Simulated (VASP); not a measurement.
# AlN (F-43m) in VASP: a series of runs

Aim: see how the results for AlN move with the level of theory and the settings. Levels: PBEsol+D3(BJ), PBEsol+D4, RPBE+D3(BJ), PBE-based screened hybrid. Tasks: relaxation of cell and atoms, single point.

All numbers are computed with VASP 6.6.1; they aren't measurements. Logs are shortened: lines on timing, memory, paths and dates and some standing lists are left out, and cuts for length are marked.

### 1 The cell of the first run

It takes space group F-43m (No. 216, cubic). Conventional cell: a = 4.368 Å, b = 4.368 Å, c = 4.368 Å, α = 90.00°, β = 90.00°, γ = 90.00°. Al (site symmetry -43m) has 4 N at 1.89 Å within 2.5 Å. Within 2.5 Å of N (site symmetry -43m) lie 4 Al at 1.89 Å.

### 2 Relaxation of cell and atoms, PBEsol+D3(BJ)

Contents of INCAR:

```
PREC = Accurate ; ENCUT = 600
EDIFF = 1E-7 ; ISMEAR = -1
SIGMA = 0.05 ; LREAL = False
LASPH = True ; NELM = 80
ALGO = Normal ; ISIF = 3
LWAVE = False ; LCHARG = False
GGA = PS ; IVDW = 12
IBRION = 2 ; NSW = 60
EDIFFG = -0.01
```

Contents of KPOINTS:

```
Automatic mesh
0
Gamma
  10 10 10
```

Contents of POSCAR:

```
AlN
1.0
    0.0000000000      2.1839935596      2.1839935596
    2.1839935596      0.0000000000      2.1839935596
    2.1839935596      2.1839935596      0.0000000000
Al N
1 1
Direct
    0.0000000000      0.0000000000      0.0000000000
    0.2500000000      0.2500000000      0.2500000000
```

Potentials or basis: VASP PAW PBE potentials, release 64 (Al, N).

On the command line:

```bash
> cat potpaw_PBE.64/Al/POTCAR potpaw_PBE.64/N/POTCAR > POTCAR
> mpirun -np 1 vasp_std > vasp.out
```

OUTCAR:

```text
PREC = Accurate
   ENCUT = 600
   EDIFF = 1E-7
   ISMEAR = -1
   LREAL = False
   LASPH = True
   NELM = 80
   ISIF = 3
   GGA = PS
   IVDW = 12
   IBRION = 2
   NSW = 60
   EDIFFG = -0.01
 IVDW          = 12

 ion  position               nearest neighbor table
   1  0.000  0.000  0.000-   2 1.89   2 1.89   2 1.89   2 1.89
   2  0.250  0.250  0.250-   1 1.89   1 1.89   1 1.89   1 1.89

  LATTYP: Found a face centered cubic cell.
 ALAT       =     4.3679871192

  Lattice vectors:

 A1 = (   0.0000000000,   2.1839935596,   2.1839935596)
 A2 = (   2.1839935596,   0.0000000000,   2.1839935596)
 A3 = (   2.1839935596,   2.1839935596,   0.0000000000)

Analysis of symmetry for initial positions (statically):
=====================================================================
 Subroutine PRICEL returns:
 Original cell was already a primitive cell.

 Routine SETGRP: Setting up the symmetry group for a
 face centered cubic supercell.

 Subroutine GETGRP returns: Found 24 space group operations
 (whereof 24 operations were pure point group operations)
 out of a pool of 48 trial point group operations.

The static configuration has the point symmetry T_d .

Analysis of symmetry for dynamics (positions and initial velocities):
=====================================================================
 Subroutine PRICEL returns:
 Original cell was already a primitive cell.

 Routine SETGRP: Setting up the symmetry group for a
 face centered cubic supercell.

 Subroutine GETGRP returns: Found 24 space group operations
 (whereof 24 operations were pure point group operations)
 out of a pool of 48 trial point group operations.

The dynamic configuration has the point symmetry T_d .

 Subroutine INISYM returns: Found 24 space group operations
 (whereof 24 operations are pure point group operations),
 and found     1 'primitive' translations

----------------------------------------------------------------------------------------

                                     Primitive cell

  volume of cell :      20.8345

  direct lattice vectors                    reciprocal lattice vectors
     0.000000000  2.183993560  2.183993560    -0.228938404  0.228938404  0.228938404
     2.183993560  0.000000000  2.183993560     0.228938404 -0.228938404  0.228938404
     2.183993560  2.183993560  0.000000000     0.228938404  0.228938404 -0.228938404

  length of vectors
     3.088633312  3.088633312  3.088633312     0.396532948  0.396532948  0.396532948

  position of ions in fractional coordinates (direct lattice)
     0.000000000  0.000000000  0.000000000
     0.250000000  0.250000000  0.250000000

  ion indices of the primitive-cell ions
   primitive index   ion index
                 1           1
                 2           2

----------------------------------------------------------------------------------------

 KPOINTS: Automatic mesh

Automatic generation of k-mesh.
 Grid dimensions read from file:
 generate k-points for:   10   10   10

 Generating k-lattice:

  Cartesian coordinates                     Fractional coordinates (reciprocal lattice)
    -0.022893840  0.022893840  0.022893840     0.100000000  0.000000000  0.000000000
     0.022893840 -0.022893840  0.022893840     0.000000000  0.100000000  0.000000000
     0.022893840  0.022893840 -0.022893840     0.000000000  0.000000000  0.100000000

  Length of vectors
     0.039653295  0.039653295  0.039653295

  Shift w.r.t. Gamma in fractional coordinates (k-lattice)
     0.000000000  0.000000000  0.000000000

 Subroutine IBZKPT returns following result:
 ===========================================

 Found     47 irreducible k-points:

 Following reciprocal coordinates:
            Coordinates               Weight
  0.000000  0.000000  0.000000      1.000000
  0.100000  0.000000  0.000000      8.000000
  0.200000  0.000000  0.000000      8.000000
  0.300000  0.000000  0.000000      8.000000
  0.400000  0.000000  0.000000      8.000000
  0.500000  0.000000  0.000000      4.000000
[... 16 lines left out ...]
  0.300000  0.300000  0.000000      6.000000
  0.400000  0.300000  0.000000     24.000000
 [... further k-points ...]
   k-points           NKPTS =     47   k-points in BZ     NKDIM =     47   number of bands    NBANDS=      8
   number of dos      NEDOS =    301   number of ions     NIONS =      2
   total plane-waves  NPLWV =  21952
   dimension x,y,z NGX =    28 NGY =   28 NGZ =   28
   dimension x,y,z NGXF=    56 NGYF=   56 NGZF=   56
   ions per type =               1   1
   NGX,Y,Z   is equivalent  to a cutoff of  15.07, 15.07, 15.07 a.u.
   NGXF,Y,Z  is equivalent  to a cutoff of  30.14, 30.14, 30.14 a.u.
 SYSTEM =  unknown system
   PREC   = accura    normal or accurate (medium, high low for compatibility)
   ISTART =      0    job   : 0-new  1-cont  2-samecut
   ICHARG =      2    charge: 1-file 2-atom 10-const
   ISPIN  =      1    spin polarized calculation?
   LNONCOLLINEAR =      F non collinear calculations
   LSORBIT =      F    spin-orbit coupling
   LASPH  =      T    aspherical Exc in radial PAW
   ENCUT  =  600.0 eV  44.10 Ry    6.64 a.u.   6.17  6.17  6.17*2*pi/ulx,y,z
   NELM   =     80;   NELMIN=  2; NELMDL= -5     # of ELM steps
   EDIFF  = 0.1E-06   stopping-criterion for ELM
   LREAL  =      F    real-space projection
   EDIFFG = -.1E-01   stopping-criterion for IOM
   NSW    =     60    number of steps for IOM
   IBRION =      2    ionic relax: 0-MD 1-quasi-New 2-CG
   NFREE  =      1    steps in history (QN), initial steepest desc. (CG)
   ISIF   =      3    stress and relaxation
   ISYM   =      2    0-nonsym 1-usesym 2-fastsym
   POTIM  = 0.5000    time-step for ionic-motion
   TEBEG  =    0.0;   TEEND  =   0.0 temperature during run
   PSTRESS=    0.0 pullay stress
   NELECT =       8.0000    total number of electrons
   NUPDOWN=      -1.0000    fix difference up-down
   EMIN   =  10.00;   EMAX   =-10.00  energy-range for DOS
   EFERMI =   0.00;   METHOD = LEGACY
   ISMEAR =    -1;   SIGMA  =   0.05  broadening in eV -4-tet -1-fermi 0-gaus
   EFERMI_NEDOS =   21; number of points for ismear=-14 and -15
   IALGO  =     38    algorithm
   IMIX   =      4    mixing-type and parameters
     AMIX     =   0.40;   BMIX     =  1.00
     AMIX_MAG =   1.60;   BMIX_MAG =  1.00
  volume/ion in A,a.u.               =      10.42        70.30
  Fermi-wavevector in a.u.,A,eV,Ry     =   1.189899  2.248583 19.263943  1.415860
  Thomas-Fermi vector in A             =   2.325996
   LORBIT       =      0    0 simple, 1 ext, 2 COOP (PROOUT), +10 PAW based schemes
   GGA     = PS    functional components
   LHFCALC =     F    Hartree Fock is set to
   AEXX    =    0.0000 exact exchange contribution
   IVDW    =    12    specifies the selected vdW correction
   LEPSILON=     F    determine dielectric tensor
   LRPA    =     F    only Hartree local field effects (RPA)
 conjugate gradient relaxation of ions
 non-spin polarized calculation
  energy-cutoff  :      600.00
  volume of cell :       20.83
 maximum number of plane-waves:       725
 NGX is ok and might be reduce to    28
   NGX = 13   NGY = 13   NGZ = 13

--------------------------------------- Ionic step        1  -------------------------------------------

 number of electron       7.9999999 magnetization

 Free energy of the ion-electron system (eV)
  ---------------------------------------------------
  ext. energy  EPLUGINS =         0.00000000
  ---------------------------------------------------
  free energy    TOTEN  =       -15.61236634 eV

  energy without entropy =      -15.61236634  energy(sigma->0) =      -15.61236634

------------------------ aborting loop because EDIFF is reached ----------------------------------------

 Edisp (eV)   -0.45214

 E8    (eV) :    -0.2785

  FORCE on cell =-STRESS in cart. coord.  units (eV):
  Direction    XX          YY          ZZ          XY          YZ          ZX
  --------------------------------------------------------------------------------------
  -------------------------------------------------------------------------------------
  Total      -0.30272    -0.30272    -0.30272     0.00000     0.00000     0.00000
  in kB     -23.27947   -23.27947   -23.27947     0.00000     0.00000     0.00000
  external pressure =      -23.28 kB  Pullay stress =        0.00 kB

 VOLUME and BASIS-vectors are now :
 -----------------------------------------------------------------------------
  energy-cutoff  :      600.00
  volume of cell :       20.83
      direct lattice vectors                 reciprocal lattice vectors
     0.000000000  2.183993560  2.183993560    -0.228938404  0.228938404  0.228938404
     2.183993560  0.000000000  2.183993560     0.228938404 -0.228938404  0.228938404
     2.183993560  2.183993560  0.000000000     0.228938404  0.228938404 -0.228938404
[... 41 lines left out ...]
 POSITION                                       TOTAL-FORCE (eV/Angst)
 -----------------------------------------------------------------------------------
      4.33609      2.16805      2.16805        -0.000000     -0.000000     -0.000000
      1.08402      1.08402      1.08402         0.000000      0.000000      0.000000
 -----------------------------------------------------------------------------------
    total drift:                                0.000000      0.000000      0.000000

  FREE ENERGIE OF THE ION-ELECTRON SYSTEM (eV)
  ---------------------------------------------------
  free  energy   TOTEN  =       -16.0647478586 eV

  energy  without entropy=      -16.0647478586  energy(sigma->0) =      -16.06474786

--------------------------------------- Ionic step        3  -------------------------------------------

 number of electron       8.0000000 magnetization

 Free energy of the ion-electron system (eV)
  ---------------------------------------------------
  ext. energy  EPLUGINS =         0.00000000
  ---------------------------------------------------
  free energy    TOTEN  =       -15.60881858 eV

  energy without entropy =      -15.60881858  energy(sigma->0) =      -15.60881858

 E-fermi :   7.0347     XC(G=0): -11.1794

 val. band max:        5.9861038842   @ k =   0.0000   0.0000   0.0000
 cond. band min:       9.1787311369   @ k =   0.5000   0.5000   0.0000
 fundamental gap:      3.1926272527
 Fermi energy:         7.0346895462

 k-point     1 :       0.0000    0.0000    0.0000
  band No.  band energies     occupation
      1      -9.0397      2.00000
      2       5.9861      2.00000
      3       5.9861      2.00000
      4       5.9861      2.00000
      5      10.2204      0.00000
      6      18.5677      0.00000
      7      18.5677      0.00000
      8      18.5677      0.00000

 k-point     2 :       0.1000    0.0000    0.0000
  band No.  band energies     occupation
      1      -8.8895      2.00000
      2       5.1658      2.00000
      3       5.9341      2.00000
      4       5.9341      2.00000
      5      10.8813      0.00000
      6      18.1762      0.00000
      7      18.7033      0.00000
      8      18.7033      0.00000
[... 221 lines left out ...]
 k-point    23 :       0.3000    0.3000    0.0000
  band No.  band energies     occupation
      1      -7.4508      2.00000
      2       2.4312      2.00000
      3       4.7267      2.00000
      4       4.7267      2.00000
      5      11.2437      0.00000
      6      15.6393      0.00000
      7      17.9095      0.00000
      8      20.5209      0.00000

 k-point    24 :       0.4000    0.3000    0.0000
  band No.  band energies     occupation
      1      -6.9704      2.00000
      2       1.7815      2.00000
      3       4.2542      2.00000
      4       4.5611      2.00000
      5      10.8106      0.00000
      6      15.4688      0.00000
      7      18.2993      0.00000
      8      20.5989      0.00000

 [... further k-points ...]

------------------------ aborting loop because EDIFF is reached ----------------------------------------

 Edisp (eV)   -0.45743

 E8    (eV) :    -0.2817

  FORCE on cell =-STRESS in cart. coord.  units (eV):
  Direction    XX          YY          ZZ          XY          YZ          ZX
  --------------------------------------------------------------------------------------
  -------------------------------------------------------------------------------------
  Total       0.00045     0.00045     0.00045     0.00000    -0.00000     0.00000
  in kB       0.03523     0.03523     0.03523     0.00000    -0.00000     0.00000
  external pressure =        0.04 kB  Pullay stress =        0.00 kB

 VOLUME and BASIS-vectors are now :
 -----------------------------------------------------------------------------
  energy-cutoff  :      600.00
  volume of cell :       20.60
      direct lattice vectors                 reciprocal lattice vectors
     0.000000000  2.175687260  2.175687260    -0.229812441  0.229812441  0.229812441
     2.175687260 -0.000000000  2.175687260     0.229812441 -0.229812441  0.229812441
     2.175687260  2.175687260  0.000000000     0.229812441  0.229812441 -0.229812441

 POSITION                                       TOTAL-FORCE (eV/Angst)
 -----------------------------------------------------------------------------------
      0.00000      0.00000      0.00000        -0.000000     -0.000000     -0.000000
      1.08784      1.08784      1.08784         0.000000      0.000000      0.000000
 -----------------------------------------------------------------------------------
    total drift:                                0.000000      0.000000      0.000000

  FREE ENERGIE OF THE ION-ELECTRON SYSTEM (eV)
  ---------------------------------------------------
  free  energy   TOTEN  =       -16.0662514940 eV

  energy  without entropy=      -16.0662514940  energy(sigma->0) =      -16.06625149

 reached required accuracy - stopping structural energy minimisation
```

Wall time 25 s (1 thread of Intel Xeon 6975P-C, shared host); peak memory 0.17 GiB.

Results:

| Property | Result |
| --- | --- |
| Free energy | -16.0663 eV |
| Relaxed volume | 10.30 Å³/atom |
| Relaxed cell | a = 3.077 Å, b = 3.077 Å, c = 3.077 Å, α = 60.00°, β = 60.00°, γ = 60.00° |
| Space group after relaxing (to 0.05 Å) | F-43m (No. 216) |
| Energy gained by relaxing | 0.9 meV/atom |
| Ionic steps | 3 |
| Pressure after relaxing | 0.0 GPa |
| Band gap on the k mesh | 3.19 eV, indirect (least direct gap 4.23 eV) |
| Dispersion energy per atom | -0.229 eV |

The path:
```csv
step,energy change (eV),largest force (eV/Å),pressure (GPa),volume (Å³)
1,0.0000,0.0000,-2.33,20.83
2,-0.0002,0.0000,2.26,20.38
3,-0.0017,0.0000,0.00,20.60
```

Final structure:
```
CELL_PARAMETERS angstrom
0.00000 2.17569 2.17569
2.17569 0.00000 2.17569
2.17569 2.17569 0.00000
ATOMIC_POSITIONS crystal
Al 0.00000 0.00000 0.00000
N 0.25000 0.25000 0.25000
```

Levels at points of the mesh, in eV from the valence-band top:
| k point | band 2 | band 3 | band 4 | band 5 | band 6 | band 7 |
| --- | --- | --- | --- | --- | --- | --- |
| (0.00, 0.00, 0.00) | 0.00 | 0.00 | 0.00 | 4.23 | 12.58 | 12.58 |
| (0.50, 0.00, 0.00) | -5.96 | -0.48 | -0.48 | 7.39 | 9.84 | 11.11 |
| (0.50, 0.50, 0.00) | -4.98 | -1.80 | -1.80 | 3.19 | 8.55 | 14.03 |

Caveat: the PAW data sets were made with another functional, which shifts forces and pressure a little.

[end of part 1 of 2]
